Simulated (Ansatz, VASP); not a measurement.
One calculation of InP, two programs

```
CELL_PARAMETERS angstrom
3.91760 0.00000 0.00000
0.00000 3.91760 0.00000
0.00000 0.00000 23.31048
ATOMIC_POSITIONS crystal
In 0.50000 0.50000 0.32745
In 0.00000 0.00000 0.43705
In 0.50000 0.50000 0.56295
In 0.00000 0.00000 0.67255
P 0.00000 0.00000 0.32059
P 0.50000 0.50000 0.44446
P 0.00000 0.00000 0.55554
P 0.50000 0.50000 0.67941
```

Alike in both runs: functional PBE; k mesh 9 × 9 × 1; occupations gaussian, width 0.1 eV; no spin polarisation.

Ansatz relaxed the structure, and its values are those at the end. VASP's run is a single point on that final structure, the one shown.

|  | VASP | Ansatz |
| --- | --- | --- |
| version | VASP 6.6.1 | Ansatz 0.2.0 |
| potentials or method | VASP PAW PBE potentials, release 64 (In_d, P), cutoff 520 eV | scalar-relativistic, plane waves, PAW |
| valence electrons in the cell | 72 | 72 |

```tsv
	VASP	Ansatz	Ansatz less VASP
gap on the k mesh at the Fermi level (eV)	none	none	-
rms of the force components (eV/Å)	0.006	0.005	-0.0013
work function, face that differs most (eV)	4.62	4.62	+0.002
```

A gap of «none» marks a metal or a gap that the smearing closes. Ansatz's warnings: xc potential rough in thin density.
